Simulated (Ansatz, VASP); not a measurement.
## LiGeH3: VASP beside Ansatz

Contents of INCAR:

```
PREC = Accurate
ENCUT = 600
EDIFF = 1E-6
ISMEAR = 0
SIGMA = 0.1
LREAL = F
LASPH = T
NELM = 100
ALGO = Normal
ISIF = 3
LWAVE = F
LCHARG = F
GGA = PE
IBRION = 2
NSW = 90
EDIFFG = -0.04
```

Contents of KPOINTS:

```
Automatic mesh
0
Gamma
  6 6 6
```

The input POSCAR:

```
LiGeH3
1.0
    3.5332227191      0.0000000000      0.0000000000
    0.0000000000      3.5332227191      0.0000000000
    0.0000000000      0.0000000000      3.5332227191
Li Ge H
1 1 3
Direct
    0.5000000000      0.5000000000      0.5000000000
    0.0000000000      0.0000000000      0.0000000000
    0.0000000000      0.5000000000      0.5000000000
    0.5000000000      0.5000000000      0.0000000000
    0.5000000000      0.0000000000      0.5000000000
```

Input for Ansatz:

```yaml
crystal:
  lattice:
    - [3.5332227191, 0.0, 0.0]
    - [0.0, 3.5332227191, 0.0]
    - [0.0, 0.0, 3.5332227191]
  atoms:
    - { symbol: Li, position: [0.5, 0.5, 0.5] }
    - { symbol: Ge, position: [0.0, 0.0, 0.0] }
    - { symbol: H, position: [0.0, 0.5, 0.5] }
    - { symbol: H, position: [0.5, 0.5, 0.0] }
    - { symbol: H, position: [0.5, 0.0, 0.5] }
basis:
  ecutwfc: 420
kpoints:
  mp_grid: { grid: [6, 6, 6] }
hamiltonian:
  xc: pbe
scf:
  occupations: { method: gaussian, width: 0.1 }
  lower_state_search: "off"
output:
  forces: true
  stress: true
  eigenvalues: true
relax:
  adjacent_minimum: "off"
  f_tol: 0.04
  max_steps: 70
  cell: { stress_tol: 0.4 }
```

Change from the starting cell: species swapped into the Fe3RhN type (Pm-3m, No. 221).

Alike in both runs: task relaxation of cell and atoms; functional PBE; k mesh 6 × 6 × 6; occupations gaussian, width 0.1 eV; no spin polarisation.

|  | VASP | Ansatz |
| --- | --- | --- |
| version | VASP 6.6.1 | Ansatz 0.2.0 |
| potentials or method | VASP PAW PBE potentials, release 64 (Li_sv, Ge_d, H), cutoff 600 eV | scalar-relativistic, plane waves, PAW |
| valence electrons in the cell | 20 | 20 |

|  | VASP | Ansatz | Ansatz less VASP |
| --- | --- | --- | --- |
| gap on the k mesh at the Fermi level, each at its own relaxed structure (eV) | none | none | - |
| relaxed volume (Å³/atom) | 8.48 | 8.51 | +0.028 |
| relaxed length of the cell vector where the two differ most in proportion (Å) | 3.487 | 3.491 | +0.0039 |

A gap of «none» marks a metal or a gap that the smearing closes.

Noted on VASP's run: the cutoff is under 1.25 times that of the potentials, so the pressure is a little rough.
